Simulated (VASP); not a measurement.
Wanted: the native input for a VASP 6.6.1 run.

```
Task                   : single point
Functional             : PBE
Potentials or basis    : VASP PAW PBE potentials, release 64 (Sr_sv, Te)
Cutoff                 : 500 eV
k mesh                 : 4 × 4 × 4
Occupations            : gaussian, width 0.1 eV
Spin                   : no spin polarisation
Dipole correction      : no
Further INCAR settings : ALGO = Normal; EDIFF = 1e-06; NBANDS = 15
```

The structure of SrTe lies in POSCAR:

```
SrTe
1.0
    0.0000000000      3.3558350000      3.3558350000
    3.3558350000      0.0000000000      3.3558350000
    3.3558350000      3.3558350000      0.0000000000
Sr Te
1 1
Direct
    0.0000000000      0.0000000000      0.0000000000
    0.5000000000      0.5000000000      0.5000000000
```

These files were run (other wordings do the same):

INCAR

```
SYSTEM = SrTe
PREC = Accurate
ENCUT = 500
EDIFF = 1E-6
ISMEAR = 0
SIGMA = 0.1
LREAL = .False.
LASPH = .True.
NELM = 120
ALGO = Normal
ISIF = 2
LWAVE = .False.
LCHARG = .False.
GGA = PE
NBANDS = 15
GGA_COMPAT = .False.
```

KPOINTS

```
Automatic mesh
0
Gamma
  4 4 4
  0 0 0
```

Potentials or basis: VASP PAW PBE potentials, release 64 (Sr_sv, Te).

The run is started by

```bash
$ cat potpaw_PBE.64/Sr_sv/POTCAR potpaw_PBE.64/Te/POTCAR > POTCAR
$ mpirun -np 1 vasp_std > vasp.out
```

It gave:

| Item | Value |
| --- | --- |
| Pressure | 0.3 GPa |
| Band gap on the k mesh | 1.75 eV (least direct gap 2.47 eV) |

Caveat: spin-orbit coupling is left out, which moves the levels of the heavy elements.

Run time: 9.5 s on 1 thread of Intel(R) Xeon(R) Platinum 8259CL CPU @ 2.50GHz (Skylake/Cascade Lake), with other jobs on the host, peak memory 0.2 GiB.
